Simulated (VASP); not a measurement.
# Al in VASP: a series of runs

Al is run at these levels: PBE+D3(BJ); tasks: single point.

All numbers are computed with VASP 6.6.1; they aren't measurements. Logs are shortened: lines on timing, memory, paths and dates and some standing lists are left out, and cuts for length are marked.

## (1) The cell of the first run

Symmetry: P2_1/m, No. 11, monoclinic system. Conventional cell: a = 2.748 Å, b = 4.670 Å, c = 2.809 Å, α = 90.00°, β = 119.10°, γ = 90.00°. Within 3.6 Å of Al (site symmetry m) lie 12 Al at 2.75 to 2.85 Å.

## (2) Single point, PBE+D3(BJ) (uniaxial strain along a: -2.0 %, then relaxed in part)

The input, INCAR:

```
PREC = Accurate
ENCUT = 520
EDIFF = 1E-7
ISMEAR = 0
SIGMA = 0.1
LREAL = False
LASPH = True
NELM = 100
ALGO = Fast
ISIF = 2
LWAVE = False
LCHARG = False
GGA = PE
IVDW = 12
NBANDS = 10
```

The input, KPOINTS:

```
Automatic mesh
0
Gamma
  24 24 12
```

The input, POSCAR:

```
Al
1.0
    2.7477435691     -0.0044501253      0.0000000000
   -1.3778240203      2.4566388297      0.0000000000
    0.0000000000      0.0000000000      4.6698249172
Al
2
Direct
    0.6658271849      0.3319512558      0.7500000000
    0.3341728151      0.6680487442      0.2500000000
```

Potentials or basis: VASP PAW PBE potentials, release 64 (Al).

Started as:

```bash
$ cat potpaw_PBE.64/Al/POTCAR > POTCAR
$ mpirun -np 1 vasp_std > vasp.out
```

OUTCAR:

```text
PREC = Accurate
   ENCUT = 520
   EDIFF = 1E-7
   ISMEAR = 0
   LREAL = False
   LASPH = True
   NELM = 100
   ISIF = 2
   GGA = PE
   IVDW = 12
 IVDW          = 12

 ion  position               nearest neighbor table
   1  0.666  0.332  0.750-   2 2.83   2 2.83   2 2.83   2 2.83   2 2.85   2 2.85
   2  0.334  0.668  0.250-   1 2.83   1 2.83   1 2.83   1 2.83   1 2.85   1 2.85

  LATTYP: Found a simple monoclinic cell.
 ALAT       =     2.7477471727
 B/A-ratio  =     1.6995104075
 C/A-ratio  =     1.0222549631
 COS(beta)  =    -0.4862925638

  Lattice vectors:

 A1 = (   2.7477435691,  -0.0044501253,   0.0000000000)
 A2 = (   0.0000000000,   0.0000000000,   4.6698249172)
 A3 = (  -1.3699195488,  -2.4521887044,   0.0000000000)

Analysis of symmetry for initial positions (statically):
=====================================================================
 Subroutine PRICEL returns:
 Original cell was already a primitive cell.

 Routine SETGRP: Setting up the symmetry group for a
 simple monoclinic supercell.

 Subroutine GETGRP returns: Found  4 space group operations
 (whereof  2 operations were pure point group operations)
 out of a pool of  4 trial point group operations.

The static configuration has the point symmetry S_2 .
 The point group associated with its full space group is C_2h.

Analysis of symmetry for dynamics (positions and initial velocities):
=====================================================================
 Subroutine PRICEL returns:
 Original cell was already a primitive cell.

 Routine SETGRP: Setting up the symmetry group for a
 simple monoclinic supercell.

 Subroutine GETGRP returns: Found  4 space group operations
 (whereof  2 operations were pure point group operations)
 out of a pool of  4 trial point group operations.

The dynamic configuration has the point symmetry S_2 .
 The point group associated with its full space group is C_2h.

 Subroutine INISYM returns: Found  4 space group operations
 (whereof  2 operations are pure point group operations),
 and found     1 'primitive' translations

----------------------------------------------------------------------------------------

                                     Primitive cell

  volume of cell :      31.4937

  direct lattice vectors                    reciprocal lattice vectors
     2.747743569 -0.004450125  0.000000000     0.364265857  0.204301195  0.000000000
    -1.377824020  2.456638830  0.000000000     0.000659856  0.407430329  0.000000000
     0.000000000  0.000000000  4.669824917     0.000000000  0.000000000  0.214140791

  length of vectors
     2.747747173  2.816642216  4.669824917     0.417646492  0.407430863  0.214140791

  position of ions in fractional coordinates (direct lattice)
     0.665827185  0.331951256  0.750000000
     0.334172815  0.668048744  0.250000000

  ion indices of the primitive-cell ions
   primitive index   ion index
                 1           1
                 2           2

----------------------------------------------------------------------------------------

 KPOINTS: Automatic mesh

Automatic generation of k-mesh.
 Grid dimensions read from file:
 generate k-points for:   24   24   12

 Generating k-lattice:

  Cartesian coordinates                     Fractional coordinates (reciprocal lattice)
     0.015177744  0.008512550  0.000000000     0.041666667  0.000000000  0.000000000
     0.000027494  0.016976264  0.000000000     0.000000000  0.041666667  0.000000000
     0.000000000  0.000000000  0.017845066     0.000000000  0.000000000  0.083333333

  Length of vectors
     0.017401937  0.016976286  0.017845066

  Shift w.r.t. Gamma in fractional coordinates (k-lattice)
     0.000000000  0.000000000  0.000000000

 Subroutine IBZKPT returns following result:
 ===========================================

 Found   2030 irreducible k-points:

 Following reciprocal coordinates:
            Coordinates               Weight
  0.000000  0.000000  0.000000      1.000000
  0.041667  0.000000  0.000000      2.000000
  0.083333  0.000000  0.000000      2.000000
  0.125000  0.000000  0.000000      2.000000
  0.166667 -0.000000  0.000000      2.000000
  0.208333 -0.000000  0.000000      2.000000
[... 16 lines left out ...]
  0.375000  0.041667  0.000000      2.000000
  0.416667  0.041667  0.000000      2.000000
 [... further k-points ...]
   k-points           NKPTS =   2030   k-points in BZ     NKDIM =   2030   number of bands    NBANDS=     10
   number of dos      NEDOS =    301   number of ions     NIONS =      2
   total plane-waves  NPLWV =  17280
   dimension x,y,z NGX =    20 NGY =   24 NGZ =   36
   dimension x,y,z NGXF=    40 NGYF=   48 NGZF=   72
   ions per type =               2
   NGX,Y,Z   is equivalent  to a cutoff of  12.10, 14.17, 12.82 a.u.
   NGXF,Y,Z  is equivalent  to a cutoff of  24.20, 28.33, 25.63 a.u.
 SYSTEM =  unknown system
   PREC   = accura    normal or accurate (medium, high low for compatibility)
   ISTART =      0    job   : 0-new  1-cont  2-samecut
   ICHARG =      2    charge: 1-file 2-atom 10-const
   ISPIN  =      1    spin polarized calculation?
   LNONCOLLINEAR =      F non collinear calculations
   LSORBIT =      F    spin-orbit coupling
   LASPH  =      T    aspherical Exc in radial PAW
   ENCUT  =  520.0 eV  38.22 Ry    6.18 a.u.   5.11  5.24  8.68*2*pi/ulx,y,z
   NELM   =    100;   NELMIN=  2; NELMDL= -5     # of ELM steps
   EDIFF  = 0.1E-06   stopping-criterion for ELM
   LREAL  =      F    real-space projection
   EDIFFG = 0.1E-05   stopping-criterion for IOM
   NSW    =      0    number of steps for IOM
   IBRION =     -1    ionic relax: 0-MD 1-quasi-New 2-CG
   NFREE  =      0    steps in history (QN), initial steepest desc. (CG)
   ISIF   =      2    stress and relaxation
   ISYM   =      2    0-nonsym 1-usesym 2-fastsym
   POTIM  = 0.5000    time-step for ionic-motion
   TEBEG  =    0.0;   TEEND  =   0.0 temperature during run
   PSTRESS=    0.0 pullay stress
   NELECT =       6.0000    total number of electrons
   NUPDOWN=      -1.0000    fix difference up-down
   EMIN   =  10.00;   EMAX   =-10.00  energy-range for DOS
   EFERMI =   0.00;   METHOD = LEGACY
   ISMEAR =     0;   SIGMA  =   0.10  broadening in eV -4-tet -1-fermi 0-gaus
   EFERMI_NEDOS =   21; number of points for ismear=-14 and -15
   IALGO  =     68    algorithm
   IMIX   =      4    mixing-type and parameters
     AMIX     =   0.40;   BMIX     =  1.00
     AMIX_MAG =   1.60;   BMIX_MAG =  1.00
  volume/ion in A,a.u.               =      15.75       106.26
  Fermi-wavevector in a.u.,A,eV,Ry     =   0.942000  1.780121 12.073313  0.887363
  Thomas-Fermi vector in A             =   2.069566
   LORBIT       =      0    0 simple, 1 ext, 2 COOP (PROOUT), +10 PAW based schemes
   GGA     = PE    functional components
   LHFCALC =     F    Hartree Fock is set to
   AEXX    =    0.0000 exact exchange contribution
   IVDW    =    12    specifies the selected vdW correction
   LEPSILON=     F    determine dielectric tensor
   LRPA    =     F    only Hartree local field effects (RPA)
 non-spin polarized calculation
 RMM-DIIS sequential band-by-band and
 Gauss-broadening in eV      SIGMA  =   0.10
  energy-cutoff  :      520.00
  volume of cell :       31.49
 maximum number of plane-waves:       864
   NGX = 11   NGY = 11   NGZ = 17

 number of electron       6.0000000 magnetization

 Free energy of the ion-electron system (eV)
  ---------------------------------------------------
  ext. energy  EPLUGINS =         0.00000000
  ---------------------------------------------------
  free energy    TOTEN  =        -7.40145034 eV

  energy without entropy =       -7.39745821  energy(sigma->0) =       -7.39945428

 E-fermi :   8.5002     XC(G=0): -10.3679

 val. band max:        8.4995663738   @ k =  -0.1667   0.4167   0.0833
 cond. band min:       8.5020835143   @ k =   0.0417   0.3750   0.0833
 fundamental gap:      0.0025171405
 Fermi energy:         8.5002486210

 k-point     1 :       0.0000    0.0000    0.0000
  band No.  band energies     occupation
      1      -2.9681      2.00000
      2       3.5850      2.00000
      3       3.7442      2.00000
      4      19.4101      0.00000
      5      19.5799      0.00000
      6      20.2561      0.00000
      7      20.5208      0.00000
      8      20.5589      0.00000
      9      22.6092      0.00000
     10      23.3462      0.00000

 k-point     2 :       0.0417    0.0000    0.0000
  band No.  band energies     occupation
      1      -2.9233      2.00000
      2       3.6265      2.00000
      3       3.7879      2.00000
      4      18.7084      0.00000
      5      18.9688      0.00000
      6      20.0314      0.00000
      7      20.6016      0.00000
      8      21.2763      0.00000
      9      22.6234      0.00000
     10      23.7388      0.00000

 k-point     3 :       0.0833    0.0000    0.0000
  band No.  band energies     occupation
      1      -2.7890      2.00000
      2       3.7512      2.00000
      3       3.9185      2.00000
      4      17.3924      0.00000
      5      17.9520      0.00000
      6      19.4735      0.00000
      7      21.3357      0.00000
      8      21.7206      0.00000
      9      22.5757      0.00000
     10      23.2899      0.00000
[... 248 lines left out ...]
 k-point    23 :       0.3750    0.0417    0.0000
  band No.  band energies     occupation
      1       1.0277      2.00000
      2       5.9945      2.00000
      3       7.3421      2.00000
      4       7.9590      2.00000
      5      12.3933      0.00000
      6      12.4503      0.00000
      7      13.9869      0.00000
      8      17.1972      0.00000
      9      19.6080      0.00000
     10      19.6138      0.00000

 k-point    24 :       0.4167    0.0417    0.0000
  band No.  band energies     occupation
      1       1.8904      2.00000
      2       4.9533      2.00000
      3       8.1576      2.00000
      4       8.6146      0.10584
      5      11.3003      0.00000
      6      11.4613      0.00000
      7      13.7278      0.00000
      8      16.9879      0.00000
      9      19.4691      0.00000
     10      19.5073      0.00000

 [... further k-points ...]

------------------------ aborting loop because EDIFF is reached ----------------------------------------

 Edisp (eV)   -0.70610

 E8    (eV) :    -0.3159

  FORCE on cell =-STRESS in cart. coord.  units (eV):
  Direction    XX          YY          ZZ          XY          YZ          ZX
  --------------------------------------------------------------------------------------
  -------------------------------------------------------------------------------------
  Total       0.58023     0.00561    -0.00411     0.01670     0.00000     0.00000
  in kB      29.51806     0.28558    -0.20922     0.84937     0.00000     0.00000
  external pressure =        9.86 kB  Pullay stress =        0.00 kB

 VOLUME and BASIS-vectors are now :
 -----------------------------------------------------------------------------
  energy-cutoff  :      520.00
  volume of cell :       31.49
      direct lattice vectors                 reciprocal lattice vectors
     2.747743569 -0.004450125  0.000000000     0.364265857  0.204301195  0.000000000
    -1.377824020  2.456638830  0.000000000     0.000659856  0.407430329  0.000000000
     0.000000000  0.000000000  4.669824917     0.000000000  0.000000000  0.214140791

 POSITION                                       TOTAL-FORCE (eV/Angst)
 -----------------------------------------------------------------------------------
      1.37215      0.81252      3.50237        -0.000114      0.000111      0.000000
     -0.00223      1.63967      1.16746         0.000114     -0.000111      0.000000
 -----------------------------------------------------------------------------------
    total drift:                                0.000000     -0.000000      0.000000

  FREE ENERGIE OF THE ION-ELECTRON SYSTEM (eV)
  ---------------------------------------------------
  free  energy   TOTEN  =        -8.1075455043 eV

  energy  without entropy=       -8.1035533695  energy(sigma->0) =       -8.10554944
```

Run time: 11 min. Hardware: 1 thread of Oxide Virtual Turin-like, shared host; peak memory 0.54 GiB.

Results:

- Free energy: -8.1075 eV
- Pressure: 1.0 GPa
- Band gap on the k mesh: zero (bands 3 and 4 overlap by 7.54 eV)
- Dispersion energy per atom: -0.353 eV

Stress tensor (GPa, compression positive):
```
 2.95  0.08  0.00
 0.08  0.03  0.00
 0.00  0.00 -0.02
```

Caveat: the cell differs from its parent crystal (uniaxial strain along a: -2.0 %, then relaxed in part).

(Continued in part 2 of 2.)
